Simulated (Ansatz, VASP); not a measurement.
# Two plane-wave programs on Al6H

```
CELL_PARAMETERS angstrom
5.71352 0.00000 0.00000
0.00000 5.71352 0.00000
0.00000 0.00000 22.17470
ATOMIC_POSITIONS crystal
Al 0.25000 0.25000 0.18039
Al 0.25000 0.75000 0.18039
Al 0.75000 0.25000 0.18039
Al 0.75000 0.75000 0.18039
Al 0.00000 0.00000 0.27441
Al 0.00000 0.50000 0.27441
Al 0.50000 0.00000 0.27441
Al 0.50000 0.50000 0.27441
Al 0.25000 0.25000 0.36865
Al 0.25000 0.75000 0.36865
Al 0.75000 0.25000 0.36865
Al 0.75000 0.75000 0.36865
H 0.25000 0.86917 0.44667
H 0.25000 0.13083 0.44667
```

Alike in both runs: task single point; functional PBE; k mesh 5 × 5 × 1; occupations gaussian, width 0.1 eV; no spin polarisation.

|  | VASP | Ansatz |
| --- | --- | --- |
| version | VASP 6.6.1 | Ansatz 0.2.0 |
| potentials or method | VASP PAW PBE potentials, release 64 (Al, H), cutoff 520 eV | scalar-relativistic, plane waves, PAW |
| valence electrons in the cell | 38 | 38 |

|  | VASP | Ansatz | Ansatz less VASP |
| --- | --- | --- | --- |
| gap on the k mesh at the Fermi level (eV) | none | none | - |
| rms of the force components (eV/Å) | 0.284 | 0.285 | +0.0004 |

Atom by atom the forces differ by 0.001 eV/Å (rms over components). A gap of «none» marks a metal or a gap that the smearing closes. Ansatz's warnings: xc potential rough in thin density.
